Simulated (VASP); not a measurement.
A run of VASP 6.6.1 is set up as follows.

The input INCAR:

```
SYSTEM = Hf2Pd2Se2Br2O3
  PREC = Accurate
  ENCUT = 520
  EDIFF = 1E-8
  ISMEAR = -1
  SIGMA = 0.05
  LREAL = .FALSE.
  LASPH = .TRUE.
  NELM = 80
  ALGO = Normal
  ISIF = 2
  LWAVE = .FALSE.
  LCHARG = .FALSE.
  GGA = PE
  LEFG = .TRUE.
  NBANDS = 53
```

Contents of KPOINTS:

```
Automatic mesh
0
G
  8 8 2
  0 0 0
```

The input POSCAR:

```
Hf2Pd2Se2Br2O3
1.0
    3.7261300000      0.0000000000      0.0000000000
   -1.8630600000      3.2269200000      0.0000000000
    0.0000000000      0.0000000000     17.0086700000
Hf Pd Se Br O
2 2 2 2 3
Direct
    0.6666700000      0.3333300000      0.9338500000
    0.3333300000      0.6666700000      0.0661500000
    0.0000000000      0.0000000000      0.3029800000
    0.0000000000      0.0000000000      0.6970200000
    0.3333300000      0.6666700000      0.2264900000
    0.6666700000      0.3333300000      0.7735100000
    0.6666700000      0.3333300000      0.3986200000
    0.3333300000      0.6666700000      0.6013800000
    0.3333300000      0.6666700000      0.9268900000
    0.6666700000      0.3333300000      0.0731100000
    0.0000000000      0.0000000000      0.0000000000
```

Potentials or basis: VASP PAW PBE potentials, release 64 (Hf_pv, Pd, Se, Br, O).

The run is started by

```console
$ cat potpaw_PBE.64/Hf_pv/POTCAR potpaw_PBE.64/Pd/POTCAR potpaw_PBE.64/Se/POTCAR potpaw_PBE.64/Br/POTCAR potpaw_PBE.64/O/POTCAR > POTCAR
$ mpirun -np 1 vasp_std > vasp.out
```

(1) Predict the band gap on the k mesh.

(2) Estimate the largest force.

(3) Predict the pressure.

Answers

(1) zero (band 42 reaches 4.91 eV, above the bottom of band 43 at 4.43 eV).

(2) 0.196 eV/Å.

(3) -0.8 GPa.

Caveat: without QUAD_EFG the Cq values of the log hold for a quadrupole moment of 1 mb, not for the nuclei; spin-orbit coupling is left out, which moves the levels of the heavy elements; this functional lacks dispersion, which binds the layers, so the pressure and a relaxed spacing across them are unreliable.
